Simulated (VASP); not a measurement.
A run of VASP 6.6.1 is set up as follows.

The input INCAR:

```
PREC = Accurate ; ENCUT = 520
EDIFF = 1E-6 ; ISMEAR = -1
SIGMA = 0.01 ; LREAL = F
LASPH = T ; NELM = 80
ALGO = Fast ; ISIF = 2
LWAVE = F ; LCHARG = F
GGA = B5 ; ALDAX = 1.0
AGGAX = 1.0 ; AGGAC = 1.0
ALDAC = 0.0 ; NBANDS = 21
```

File KPOINTS:

```
Automatic mesh
0
Gamma
  7 7 5
```

The input POSCAR:

```
Sn
1.0
   -2.8795140000      2.8657100000      1.6345780000
    2.8349560000     -2.8860070000      1.5899750000
    3.0050420000      3.0115340000     -1.6718910000
Sn
2
Direct
    0.0000000000      0.0000000000      0.0000000000
    0.7500000000      0.2500000000      0.5000000000
```

Potentials or basis: VASP PAW PBE potentials, release 64 (Sn_d).

The run is started by

```bash
$ cat potpaw_PBE.64/Sn_d/POTCAR > POTCAR
$ mpirun -np 1 vasp_std > vasp.out
```

**Question.** Predict the band gap on the k mesh.

**Answer.** Zero (band 14 reaches 9.74 eV, above the bottom of band 15 at 6.43 eV).

**Question.** What does it give for the largest force?

**Answer.** 0.064 eV/Å.

**Question.** What does it give for the pressure?

**Answer.** 5.8 GPa.

Forces in eV/Å, atoms in the order of the input:
```
Sn   0.053 -0.005  0.034
Sn  -0.053  0.005 -0.034
```

Caveat: the cell differs from its parent crystal (the cell strained at random); the PAW data sets were made with another functional, which shifts forces and pressure a little; spin-orbit coupling is left out, which moves the levels of the heavy elements.
